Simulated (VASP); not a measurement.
A run of VASP 6.6.1 is set up as follows.

File INCAR:

```
SYSTEM = Os3C2
PREC = Accurate ; ENCUT = 700
EDIFF = 1E-7 ; ISMEAR = 0
SIGMA = 0.1 ; LREAL = .FALSE.
LASPH = .TRUE. ; NELM = 120
ALGO = Normal ; ISIF = 3
LWAVE = .FALSE. ; LCHARG = .FALSE.
GGA = PE ; IBRION = 2
NSW = 90 ; EDIFFG = -0.04
GGA_COMPAT = .FALSE. ; NELMIN = 4
```

File KPOINTS:

```
Automatic mesh
0
G
  4 4 4
  0 0 0
```

Contents of POSCAR:

```
Os3C2
1.0
    4.1321090000      0.0000000000      0.0000000000
    0.0000000000      4.1321090000      0.0000000000
    0.0000000000      0.0000000000      4.1321090000
Os C
3 2
Direct
    0.5000000000      0.0000000000      0.0000000000
    0.0000000000      0.5000000000      0.0000000000
    0.0000000000      0.0000000000      0.5000000000
    0.5000000000      0.5000000000      0.5000000000
    0.0000000000      0.0000000000      0.0000000000
```

Potentials or basis: VASP PAW PBE potentials, release 64 (Os_sv_GW, C).

The run is started by

```bash
$ cat potpaw_PBE.64/Os_sv_GW/POTCAR potpaw_PBE.64/C/POTCAR > POTCAR
$ mpirun -np 1 vasp_std > vasp.out
```

(1) Predict the relaxed volume.

(2) Estimate the space group after relaxing (to 0.1 Å).

(3) Predict the relaxed cell.

(4) Predict the band gap on the k mesh.

Answers

(1) 12.87 Å³/atom.

(2) Pm-3m (No. 221).

(3) a = 4.007 Å, b = 4.007 Å, c = 4.007 Å, α = 90.00°, β = 90.00°, γ = 90.00°.

(4) zero (bands 28 and 29 overlap by 0.92 eV).

Caveat: the k points lie up to 0.39 Å⁻¹ apart in the final cell, too coarse for converged energies and pressures of a metal; spin-orbit coupling is left out, which moves the levels of the heavy elements.
